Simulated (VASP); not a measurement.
A run of VASP 6.6.1 is set up as follows.

The input POSCAR:

```
BN
1.0
    2.5439500013      0.0000000000      0.0000000000
   -1.2719750007      2.2031253271      0.0000000000
    0.0000000000      0.0000000000      4.2078153363
B N
2 2
Direct
    0.3333333333      0.6666666667      0.0002034648
    0.6666666667      0.3333333333      0.5002034648
    0.3333333333      0.6666666667      0.3747965352
    0.6666666667      0.3333333333      0.8747965352
```

The input INCAR.step1:

```
  PREC = Accurate
  ENCUT = 520
  EDIFF = 1E-5
  ISMEAR = 0
  SIGMA = 0.01
  LREAL = F
  LASPH = T
  NELM = 80
  ALGO = Normal
  ISIF = 2
  LWAVE = T
  LCHARG = F
  GGA = PE
  NBANDS = 16
```

The input INCAR.step2:

```
  PREC = Accurate
  ENCUT = 520
  EDIFF = 1E-6
  ISMEAR = 0
  SIGMA = 0.01
  LREAL = F
  LASPH = T
  NELM = 80
  ALGO = Normal
  ISIF = 2
  LWAVE = F
  LCHARG = F
  GGA = PE
  LHFCALC = T
  HFSCREEN = 0.2079
  PRECFOCK = Normal
  ISTART = 1
  NBANDS = 16
```

File KPOINTS:

```
Automatic mesh
0
Gamma
  9 9 4
```

Potentials or basis: VASP PAW PBE potentials, release 64 (B, N).

Run with:

```sh
$ cat potpaw_PBE.64/B/POTCAR potpaw_PBE.64/N/POTCAR > POTCAR
$ cp INCAR.step1 INCAR
$ mpirun -np 1 vasp_std > vasp.out
$ cp INCAR.step2 INCAR
$ mpirun -np 1 vasp_std > vasp.out
```

Task: Predict the band gap on the k mesh.

Result: 6.51 eV (least direct gap 9.94 eV).

Task: What does it give for the largest force?

Result: 0.009 eV/Å.

Task: What does it give for the pressure?

Result: -4.0 GPa.

Forces in eV/Å, atoms in the order of the input:
```
B    0.000  0.000 -0.009
B    0.000  0.000 -0.009
N    0.000  0.000  0.009
N    0.000  0.000  0.009
```

Caveat: the cell stands under tension; the PAW data sets were made with another functional, which shifts forces and pressure a little; an odd mesh through Γ misses points on the zone boundary, where band edges can lie.
